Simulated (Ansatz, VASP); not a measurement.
**P in VASP and in Ansatz**

File INCAR:

```
SYSTEM = P
PREC = Accurate ; ENCUT = 520
EDIFF = 1E-6 ; ISMEAR = 0
SIGMA = 0.1 ; LREAL = .FALSE.
LASPH = .TRUE. ; NELM = 60
ALGO = Normal ; ISIF = 2
LWAVE = .FALSE. ; LCHARG = .FALSE.
GGA = PE ; NBANDS = 12
```

KPOINTS

```
regular mesh
0
G
  15 15 15
  0 0 0
```

Contents of POSCAR:

```
P
1.0
    1.7880411142      1.0323260186      3.0549119566
   -1.7880411142      1.0323260186      3.0549119566
    0.0000000000     -2.0646520372      3.0549119566
P
2
Direct
    0.2377309661      0.2377309661      0.2377309661
    0.7622690339      0.7622690339      0.7622690339
```

Input for Ansatz:

```yaml
crystal:
  lattice:
    - [1.7880411142, 1.0323260186, 3.0549119566]
    - [-1.7880411142, 1.0323260186, 3.0549119566]
    - [0.0, -2.0646520372, 3.0549119566]
  atoms:
    - { symbol: P, position: [0.2377309661, 0.2377309661, 0.2377309661] }
    - { symbol: P, position: [0.7622690339, 0.7622690339, 0.7622690339] }
basis:
  ecutwfc: 420
kpoints:
  mp_grid: { grid: [15, 15, 15] }
hamiltonian:
  xc: pbe
scf:
  occupations: { method: gaussian, width: 0.1 }
output:
  forces: true
  stress: true
  eigenvalues: true
  populations: true
```

Alike in both runs: task single point; functional PBE; k mesh 15 × 15 × 15; occupations gaussian, width 0.1 eV; no spin polarisation.

```csv
,VASP,Ansatz
version,VASP 6.6.1,Ansatz 0.2.0
potentials or method,"VASP PAW PBE potentials, release 64 (P), cutoff 520 eV","scalar-relativistic, plane waves, PAW"
valence electrons in the cell,10,10
```

VASP gave:

* gap on the k mesh at the Fermi level (eV): none
* pressure (GPa): -8.4
* rms of the force components (eV/Å): 0.595

Task: What did Ansatz give for the same quantities?

Result: gap on the k mesh at the Fermi level (eV): none; pressure (GPa): -8.3; rms of the force components (eV/Å): 0.577.

Atom by atom the forces differ by 0.018 eV/Å (rms over components). A gap of «none» marks a metal or a gap that the smearing closes.
